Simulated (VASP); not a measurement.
A run of VASP 6.6.1:

Contents of INCAR:

```
ALGO = Normal
EDIFF = 1E-6
ENCUT = 520
GGA = PE
ISIF = 2
ISMEAR = -1
LASPH = T
LCHARG = F
LREAL = F
LWAVE = F
NBANDS = 29
NELM = 100
PREC = Accurate
SIGMA = 0.05
```

File KPOINTS:

```
k-points
0
Gamma
  7 7 6
```

Contents of POSCAR:

```
TiSi2
1.0
    1.6945008240     -6.4889102736      0.0000000000
    1.6945008240      6.4889102736      0.0000000000
    0.0000000000      0.0000000000      3.5651739700
Ti Si
2 4
Direct
    0.1031180800      0.8968819200      0.2500000000
    0.8968819200      0.1031180800      0.7500000000
    0.7503148200      0.2496851800      0.2500000000
    0.2496851800      0.7503148200      0.7500000000
    0.4417485500      0.5582514500      0.2500000000
    0.5582514500      0.4417485500      0.7500000000
```

Potentials or basis: VASP PAW PBE potentials, release 64 (Ti_sv, Si).

Launch:

```console
$ cat potpaw_PBE.64/Ti_sv/POTCAR potpaw_PBE.64/Si/POTCAR > POTCAR
$ mpirun -np 1 vasp_std > vasp.out
```

Hardware: 1 thread of Intel(R) Xeon(R) Platinum 8488C (Sapphire Rapids), with other jobs on the host.

Estimate the wall time of this run.

Wall time 3 min on 1 thread of Intel(R) Xeon(R) Platinum 8488C (Sapphire Rapids), on a shared host, peak memory 0.31 GiB. Counts: scf iterations 14, k points 64.
